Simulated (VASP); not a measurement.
# Mn (P6/mmm) in VASP: a series of runs

Mn is run at these levels: RPBE; tasks: single point.

Program: VASP 6.6.1. These are calculated values, not measurements. Logs are shortened: lines on timing, memory, paths and dates and some standing lists are left out, and cuts for length are marked.

## (1) The cell of the first run

The structure is hexagonal, space group P6/mmm (No. 191). The conventional cell has a = 3.770 Å, b = 3.770 Å, c = 2.363 Å, α = 90.00°, β = 90.00°, γ = 120.00°. Mn (site symmetry 6/mmm) has 14 Mn at 2.36 to 2.48 Å within 3.1 Å. Within 2.9 Å of Mn (site symmetry -6m2) lie 11 Mn at 2.18 to 2.48 Å.

## (2) Single point, RPBE (volume scaled by 0.88)

Contents of INCAR:

```
SYSTEM = Mn
PREC = Accurate ; ENCUT = 520
EDIFF = 1E-6 ; ISMEAR = -1
SIGMA = 0.1 ; LREAL = .False.
LASPH = .True. ; NELM = 100
ALGO = Normal ; ISIF = 2
LWAVE = .False. ; LCHARG = .False.
GGA = RP ; NBANDS = 26
```

Contents of KPOINTS:

```
regular mesh
0
Gamma
  10 10 14
  0 0 0
```

Contents of POSCAR:

```
Mn
1.0
    3.7698151966      0.0000000000      0.0000000000
   -1.8849075983      3.2647557279      0.0000000000
    0.0000000000      0.0000000000      2.3630094223
Mn
3
Direct
    1.0000000000      1.0000000000      0.0000000000
    0.3333333333      0.6666666667      0.5000000000
    0.6666666667      0.3333333333      0.5000000000
```

Potentials or basis: VASP PAW PBE potentials, release 64 (Mn_pv).

Launch:

```
cat potpaw_PBE.64/Mn_pv/POTCAR > POTCAR
mpirun -np 1 vasp_std > vasp.out
```

OUTCAR:

```text
SYSTEM = Mn
   PREC = Accurate
   ENCUT = 520
   EDIFF = 1E-6
   ISMEAR = -1
   LREAL = .False.
   LASPH = .True.
   NELM = 100
   ISIF = 2
   GGA = RP

 ion  position               nearest neighbor table
   1  0.000  0.000  0.000-   2 2.48   3 2.48   2 2.48   3 2.48   3 2.48   3 2.48   2 2.48   2 2.48
                             3 2.48   3 2.48   2 2.48   2 2.48
   2  0.333  0.667  0.500-   3 2.18   3 2.18   3 2.18   1 2.48   1 2.48   1 2.48   1 2.48   1 2.48
                             1 2.48
   3  0.667  0.333  0.500-   2 2.18   2 2.18   2 2.18   1 2.48   1 2.48   1 2.48   1 2.48   1 2.48
                             1 2.48

  LATTYP: Found a hexagonal cell.
 ALAT       =     3.7698151966
 C/A-ratio  =     0.6268236768

  Lattice vectors:

 A1 = (   3.7698151966,   0.0000000000,   0.0000000000)
 A2 = (  -1.8849075983,   3.2647557279,   0.0000000000)
 A3 = (   0.0000000000,   0.0000000000,   2.3630094223)

Analysis of symmetry for initial positions (statically):
=====================================================================
 Subroutine PRICEL returns:
 Original cell was already a primitive cell.

 Routine SETGRP: Setting up the symmetry group for a
 hexagonal supercell.

 Subroutine GETGRP returns: Found 24 space group operations
 (whereof 24 operations were pure point group operations)
 out of a pool of 24 trial point group operations.

The static configuration has the point symmetry D_6h.

Analysis of symmetry for dynamics (positions and initial velocities):
=====================================================================
 Subroutine PRICEL returns:
 Original cell was already a primitive cell.

 Routine SETGRP: Setting up the symmetry group for a
 hexagonal supercell.

 Subroutine GETGRP returns: Found 24 space group operations
 (whereof 24 operations were pure point group operations)
 out of a pool of 24 trial point group operations.

The dynamic configuration has the point symmetry D_6h.

 Subroutine INISYM returns: Found 24 space group operations
 (whereof 24 operations are pure point group operations),
 and found     1 'primitive' translations

----------------------------------------------------------------------------------------

                                     Primitive cell

  volume of cell :      29.0828

  direct lattice vectors                    reciprocal lattice vectors
     3.769815197  0.000000000  0.000000000     0.265264993  0.153150815  0.000000000
    -1.884907598  3.264755728  0.000000000     0.000000000  0.306301630  0.000000000
     0.000000000  0.000000000  2.363009422     0.000000000  0.000000000  0.423189172

  length of vectors
     3.769815197  3.769815197  2.363009422     0.306301630  0.306301630  0.423189172

  position of ions in fractional coordinates (direct lattice)
     0.000000000  0.000000000  0.000000000
     0.333333333  0.666666667  0.500000000
     0.666666667  0.333333333  0.500000000

  ion indices of the primitive-cell ions
   primitive index   ion index
                 1           1
                 2           2
                 3           3

----------------------------------------------------------------------------------------

 KPOINTS: regular mesh

Automatic generation of k-mesh.
 Grid dimensions read from file:
 generate k-points for:   10   10   14

 Generating k-lattice:

  Cartesian coordinates                     Fractional coordinates (reciprocal lattice)
     0.026526499  0.015315081  0.000000000     0.100000000  0.000000000  0.000000000
     0.000000000  0.030630163  0.000000000     0.000000000  0.100000000  0.000000000
     0.000000000  0.000000000  0.030227798     0.000000000  0.000000000  0.071428571

  Length of vectors
     0.030630163  0.030630163  0.030227798

  Shift w.r.t. Gamma in fractional coordinates (k-lattice)
     0.000000000  0.000000000  0.000000000

 Subroutine IBZKPT returns following result:
 ===========================================

 Found    112 irreducible k-points:

 Following reciprocal coordinates:
            Coordinates               Weight
  0.000000  0.000000  0.000000      1.000000
  0.100000 -0.000000  0.000000      6.000000
  0.200000 -0.000000  0.000000      6.000000
  0.300000 -0.000000  0.000000      6.000000
  0.400000 -0.000000  0.000000      6.000000
  0.500000  0.000000  0.000000      3.000000
[... 16 lines left out ...]
  0.300000  0.100000  0.071429     24.000000
  0.400000  0.100000  0.071429     24.000000
 [... further k-points ...]
   k-points           NKPTS =    112   k-points in BZ     NKDIM =    112   number of bands    NBANDS=     26
   number of dos      NEDOS =    301   number of ions     NIONS =      3
   total plane-waves  NPLWV =  14112
   dimension x,y,z NGX =    28 NGY =   28 NGZ =   18
   dimension x,y,z NGXF=    56 NGYF=   56 NGZF=   36
   ions per type =               3
   NGX,Y,Z   is equivalent  to a cutoff of  12.35, 12.35, 12.66 a.u.
   NGXF,Y,Z  is equivalent  to a cutoff of  24.70, 24.70, 25.33 a.u.
 SYSTEM =  Mn
   PREC   = accura    normal or accurate (medium, high low for compatibility)
   ISTART =      0    job   : 0-new  1-cont  2-samecut
   ICHARG =      2    charge: 1-file 2-atom 10-const
   ISPIN  =      1    spin polarized calculation?
   LNONCOLLINEAR =      F non collinear calculations
   LSORBIT =      F    spin-orbit coupling
   LASPH  =      T    aspherical Exc in radial PAW
   ENCUT  =  520.0 eV  38.22 Ry    6.18 a.u.   7.01  7.01  4.39*2*pi/ulx,y,z
   NELM   =    100;   NELMIN=  2; NELMDL= -5     # of ELM steps
   EDIFF  = 0.1E-05   stopping-criterion for ELM
   LREAL  =      F    real-space projection
   EDIFFG = 0.1E-04   stopping-criterion for IOM
   NSW    =      0    number of steps for IOM
   IBRION =     -1    ionic relax: 0-MD 1-quasi-New 2-CG
   NFREE  =      0    steps in history (QN), initial steepest desc. (CG)
   ISIF   =      2    stress and relaxation
   ISYM   =      2    0-nonsym 1-usesym 2-fastsym
   POTIM  = 0.5000    time-step for ionic-motion
   TEBEG  =    0.0;   TEEND  =   0.0 temperature during run
   PSTRESS=    0.0 pullay stress
   NELECT =      39.0000    total number of electrons
   NUPDOWN=      -1.0000    fix difference up-down
   EMIN   =  10.00;   EMAX   =-10.00  energy-range for DOS
   EFERMI =   0.00;   METHOD = LEGACY
   ISMEAR =    -1;   SIGMA  =   0.10  broadening in eV -4-tet -1-fermi 0-gaus
   EFERMI_NEDOS =   21; number of points for ismear=-14 and -15
   IALGO  =     38    algorithm
   IMIX   =      4    mixing-type and parameters
     AMIX     =   0.40;   BMIX     =  1.00
     AMIX_MAG =   1.60;   BMIX_MAG =  1.00
  volume/ion in A,a.u.               =       9.69        65.42
  Fermi-wavevector in a.u.,A,eV,Ry     =   1.805307  3.411535 44.343181  3.259132
  Thomas-Fermi vector in A             =   2.865031
   LORBIT       =      0    0 simple, 1 ext, 2 COOP (PROOUT), +10 PAW based schemes
   GGA     = RP    functional components
   LHFCALC =     F    Hartree Fock is set to
   AEXX    =    0.0000 exact exchange contribution
   IVDW    =     0    specifies the selected vdW correction
   LEPSILON=     F    determine dielectric tensor
   LRPA    =     F    only Hartree local field effects (RPA)
 non-spin polarized calculation
  energy-cutoff  :      520.00
  volume of cell :       29.08
 maximum number of plane-waves:       796
 NGX is ok and might be reduce to    28
   NGX = 13   NGY = 13   NGZ =  9

 number of electron      38.9999986 magnetization

 Free energy of the ion-electron system (eV)
  ---------------------------------------------------
  ext. energy  EPLUGINS =         0.00000000
  ---------------------------------------------------
  free energy    TOTEN  =       -24.62176900 eV

  energy without entropy =      -24.52483251  energy(sigma->0) =      -24.57330075

 E-fermi :  12.0935     XC(G=0): -14.5192

 val. band max:       12.0916389660   @ k =   0.0000   0.0000   0.0000
 cond. band min:      12.1275315271   @ k =   0.5000   0.0000   0.2857
 fundamental gap:      0.0358925611
 Fermi energy:        12.0935343367

 k-point     1 :       0.0000    0.0000    0.0000
  band No.  band energies     occupation
      1     -36.3964      2.00000
      2     -36.3964      2.00000
      3     -35.9674      2.00000
      4     -35.9674      2.00000
      5     -35.7671      2.00000
      6     -35.5125      2.00000
[... 18 lines left out ...]
     25      14.3472      0.00000
     26      21.7734      0.00000

 k-point     2 :       0.1000   -0.0000    0.0000
  band No.  band energies     occupation
      1     -36.4254      2.00000
      2     -36.4027      2.00000
      3     -35.9317      2.00000
      4     -35.9246      2.00000
      5     -35.7595      2.00000
      6     -35.5167      2.00000
[... 18 lines left out ...]
     25      14.3255      0.00000
     26      19.8038      0.00000

 k-point     3 :       0.2000   -0.0000    0.0000
  band No.  band energies     occupation
      1     -36.4871      2.00000
      2     -36.3983      2.00000
      3     -35.8499      2.00000
      4     -35.8261      2.00000
      5     -35.7379      2.00000
      6     -35.5289      2.00000
[... 18 lines left out ...]
     25      14.2589      0.00000
     26      17.8636      0.00000

 k-point     4 :       0.3000   -0.0000    0.0000
  band No.  band energies     occupation
      1     -36.5479      2.00000
      2     -36.3540      2.00000
      3     -35.7570      2.00000
      4     -35.7211      2.00000
      5     -35.7052      2.00000
      6     -35.6657      2.00000
[... 18 lines left out ...]
     25      14.1439      0.00000
     26      16.1838      0.00000
[... 496 lines left out ...]
      1     -36.5069      2.00000
      2     -36.3842      2.00000
      3     -35.7908      2.00000
      4     -35.7743      2.00000
      5     -35.7207      2.00000
      6     -35.6261      2.00000
[... 18 lines left out ...]
     25      14.1624      0.00000
     26      16.9935      0.00000

 k-point    23 :       0.3000    0.1000    0.0714
  band No.  band energies     occupation
      1     -36.5506      2.00000
      2     -36.3213      2.00000
      3     -35.7915      2.00000
      4     -35.7282      2.00000
      5     -35.6936      2.00000
      6     -35.6516      2.00000
[... 18 lines left out ...]
     25      14.0754      0.00000
     26      15.5105      0.00000

 k-point    24 :       0.4000    0.1000    0.0714
  band No.  band energies     occupation
      1     -36.5753      2.00000
      2     -36.2331      2.00000
      3     -35.9307      2.00000
      4     -35.6911      2.00000
      5     -35.6453      2.00000
      6     -35.6177      2.00000
[... 18 lines left out ...]
     25      14.2240      0.00000
     26      14.4873      0.00000

 [... further k-points ...]
[... 5 lines left out ...]
  --------------------------------------------------------------------------------------
  -------------------------------------------------------------------------------------
  Total        8.1367573      8.1367573      7.5903100      0.0000000      0.0000000     -0.0000000
  in kB      448.2556120    448.2556120    418.1517220      0.0000000      0.0000000     -0.0000000
  external PRESSURE =     438.2209820 kB  Pullay stress =       0.0000000 kB

 VOLUME and BASIS-vectors are now :
 -----------------------------------------------------------------------------
  energy-cutoff  :      520.00
  volume of cell :       29.08
      direct lattice vectors                 reciprocal lattice vectors
     3.769815197  0.000000000  0.000000000     0.265264993  0.153150815  0.000000000
    -1.884907598  3.264755728  0.000000000     0.000000000  0.306301630  0.000000000
     0.000000000  0.000000000  2.363009422     0.000000000  0.000000000  0.423189172

 POSITION                                       TOTAL-FORCE (eV/Angst)
 -----------------------------------------------------------------------------------
      0.00000      0.00000      0.00000         0.000000      0.000000      0.000000
     -0.00000      2.17650      1.18150         0.000000      0.000000      0.000000
      1.88491      1.08825      1.18150        -0.000000      0.000000      0.000000
 -----------------------------------------------------------------------------------
    total drift:                                0.000000      0.000000     -0.000000

  FREE ENERGIE OF THE ION-ELECTRON SYSTEM (eV)
  ---------------------------------------------------
  free  energy   TOTEN  =       -24.6217689955 eV

  energy  without entropy=      -24.5248325117  energy(sigma->0) =      -24.57330075
```

It took 47 s on 1 thread of Intel Xeon 6975P-C, shared host; peak memory 0.18 GiB.

Results:

```
Free energy : -24.6218 eV
Pressure    : 43.8 GPa
```

Stress tensor (GPa, compression positive):
```
44.83  0.00  0.00
 0.00 44.83  0.00
 0.00  0.00 41.82
```

Levels at points of the mesh, in eV from the Fermi level:
```tsv
k point	band 17	band 18	band 19	band 20	band 21	band 22
(0.00, 0.00, 0.00)	-1.30	-0.65	-0.65	-0.12	-0.12	0.00
(0.50, 0.00, 0.00)	-1.30	-1.11	0.07	0.16	1.39	1.46
(0.00, 0.00, 0.50)	-0.79	-0.75	-0.75	1.60	1.60	2.04
(0.50, 0.00, 0.50)	-0.79	-0.75	0.11	0.48	1.29	1.77
```

Caveat: the PAW data sets were made with another functional, which shifts forces and pressure a little; the run has no spin polarisation, though such a crystal can be magnetic.

## (3) Single point, RPBE (volume scaled by 0.92)

Contents of INCAR:

```
ALGO = Normal
EDIFF = 1E-7
ENCUT = 520
GGA = RP
ISIF = 2
ISMEAR = -1
LASPH = True
LCHARG = True
LELF = True
LREAL = False
LVHAR = True
LWAVE = False
NBANDS = 26
NELM = 60
PREC = Accurate
SIGMA = 0.1
```

Contents of KPOINTS:

```
k-points
0
Gamma
  10 10 14
```

Contents of POSCAR:

```
Mn
1.0
    3.8260893916      0.0000000000      0.0000000000
   -1.9130446958      3.3134906103      0.0000000000
    0.0000000000      0.0000000000      2.3982834201
Mn
3
Direct
    1.0000000000      1.0000000000      0.0000000000
    0.3333333333      0.6666666667      0.5000000000
    0.6666666667      0.3333333333      0.5000000000
```

Potentials or basis: VASP PAW PBE potentials, release 64 (Mn_pv).

Launch:

```
cat potpaw_PBE.64/Mn_pv/POTCAR > POTCAR
mpirun -np 1 vasp_std > vasp.out
```

OUTCAR:

```text
EDIFF = 1E-7
   ENCUT = 520
   GGA = RP
   ISIF = 2
   ISMEAR = -1
   LASPH = True
   LREAL = False
   NELM = 60
   PREC = Accurate

 ion  position               nearest neighbor table
   1  0.000  0.000  0.000-   2 2.51   3 2.51   2 2.51   3 2.51   3 2.51   3 2.51   2 2.51   2 2.51
                             3 2.51   3 2.51   2 2.51   2 2.51
   2  0.333  0.667  0.500-   3 2.21   3 2.21   3 2.21   1 2.51   1 2.51   1 2.51   1 2.51   1 2.51
                             1 2.51
   3  0.667  0.333  0.500-   2 2.21   2 2.21   2 2.21   1 2.51   1 2.51   1 2.51   1 2.51   1 2.51
                             1 2.51

  LATTYP: Found a hexagonal cell.
[... 887 lines left out ...]
 [... further k-points ...]
[... 5 lines left out ...]
  --------------------------------------------------------------------------------------
  -------------------------------------------------------------------------------------
  Total        5.0379536      5.0379536      4.6855115      0.0000000      0.0000000      0.0000000
  in kB      265.4748514    265.4748514    246.9029224      0.0000000      0.0000000      0.0000000
  external PRESSURE =     259.2842084 kB  Pullay stress =       0.0000000 kB

 VOLUME and BASIS-vectors are now :
 -----------------------------------------------------------------------------
  energy-cutoff  :      520.00
  volume of cell :       30.40
      direct lattice vectors                 reciprocal lattice vectors
     3.826089392  0.000000000  0.000000000     0.261363470  0.150898270  0.000000000
    -1.913044696  3.313490610  0.000000000     0.000000000  0.301796540  0.000000000
     0.000000000  0.000000000  2.398283420     0.000000000  0.000000000  0.416964897

 POSITION                                       TOTAL-FORCE (eV/Angst)
 -----------------------------------------------------------------------------------
      0.00000      0.00000      0.00000        -0.000000      0.000000      0.000000
     -0.00000      2.20899      1.19914         0.000000     -0.000000      0.000000
      1.91304      1.10450      1.19914        -0.000000      0.000000      0.000000
 -----------------------------------------------------------------------------------
    total drift:                               -0.000000      0.000000     -0.000000

  FREE ENERGIE OF THE ION-ELECTRON SYSTEM (eV)
  ---------------------------------------------------
  free  energy   TOTEN  =       -24.9076101630 eV

  energy  without entropy=      -24.8039956473  energy(sigma->0) =      -24.85580291
```

OSZICAR:

```text
N       E                     dE             d eps       ncg     rms          rms(c)
DAV:   1     0.432916965776E+03    0.43292E+03   -0.22480E+04  6080   0.210E+03
DAV:   2    -0.499665771850E+01   -0.43791E+03   -0.42744E+03  5858   0.558E+02
DAV:   3    -0.287047041745E+02   -0.23708E+02   -0.22904E+02  6158   0.147E+02
DAV:   4    -0.292143186004E+02   -0.50961E+00   -0.50696E+00  6316   0.220E+01
DAV:   5    -0.292231583217E+02   -0.88397E-02   -0.88389E-02  6206   0.305E+00    0.234E+01
DAV:   6    -0.254993511977E+02    0.37238E+01   -0.31302E+01  6024   0.579E+01    0.104E+01
DAV:   7    -0.320647050138E+02   -0.65654E+01   -0.53235E+01  7246   0.708E+01    0.360E+01
DAV:   8    -0.249294698317E+02    0.71352E+01   -0.41165E+01  6832   0.334E+01    0.216E+00
DAV:   9    -0.249265505317E+02    0.29193E-02   -0.37660E-01  5972   0.522E+00    0.128E+00
DAV:  10    -0.249097150543E+02    0.16835E-01   -0.95569E-02  6226   0.276E+00    0.637E-01
DAV:  11    -0.249076901656E+02    0.20249E-02   -0.99556E-03  5984   0.113E+00    0.169E-01
DAV:  12    -0.249076436062E+02    0.46559E-04   -0.25763E-04  6642   0.180E-01    0.100E-01
DAV:  13    -0.249076172674E+02    0.26339E-04   -0.31690E-05  6082   0.586E-02    0.263E-02
DAV:  14    -0.249076120774E+02    0.51900E-05   -0.78025E-06  6204   0.277E-02    0.134E-02
DAV:  15    -0.249076104463E+02    0.16312E-05   -0.19624E-06  6126   0.137E-02    0.394E-03
DAV:  16    -0.249076100399E+02    0.40633E-06   -0.10221E-07  3080   0.317E-03    0.612E-04
DAV:  17    -0.249076101409E+02   -0.10100E-06   -0.36144E-08  2956   0.168E-03    0.677E-05
DAV:  18    -0.249076101630E+02   -0.22088E-07   -0.45393E-09  2958   0.795E-04
   1 F= -.24907610E+02 E0= -.24855803E+02  d E =-.103615E+00
```

It took 74 s on 1 thread of Intel Xeon 6975P-C, shared host; peak memory 0.19 GiB.

Results:

| Quantity | Value |
| --- | --- |
| Free energy | -24.9076 eV |
| Pressure | 25.9 GPa |

Levels at points of the mesh, in eV from the Fermi level:
```tsv
k point	band 15	band 16	band 17	band 18	band 19	band 20	band 21	band 22	band 23	band 24
(0.00, 0.00, 0.00)	-2.36	-1.84	-1.22	-0.60	-0.60	-0.10	-0.10	0.01	0.01	2.11
(0.50, 0.00, 0.00)	-2.53	-1.67	-1.23	-1.03	0.07	0.16	1.30	1.34	1.52	1.55
(0.00, 0.00, 0.50)	-3.02	-0.75	-0.75	-0.70	-0.70	1.50	1.50	1.92	1.92	2.59
(0.50, 0.00, 0.50)	-2.28	-1.48	-0.76	-0.70	0.05	0.45	1.23	1.66	1.89	2.41
```

Caveat: the PAW data sets were made with another functional, which shifts forces and pressure a little; the run has no spin polarisation, though such a crystal can be magnetic. Spin polarisation is off, so any magnetic state and its effect on volume and gap are missing.

[end of part 1 of 2]
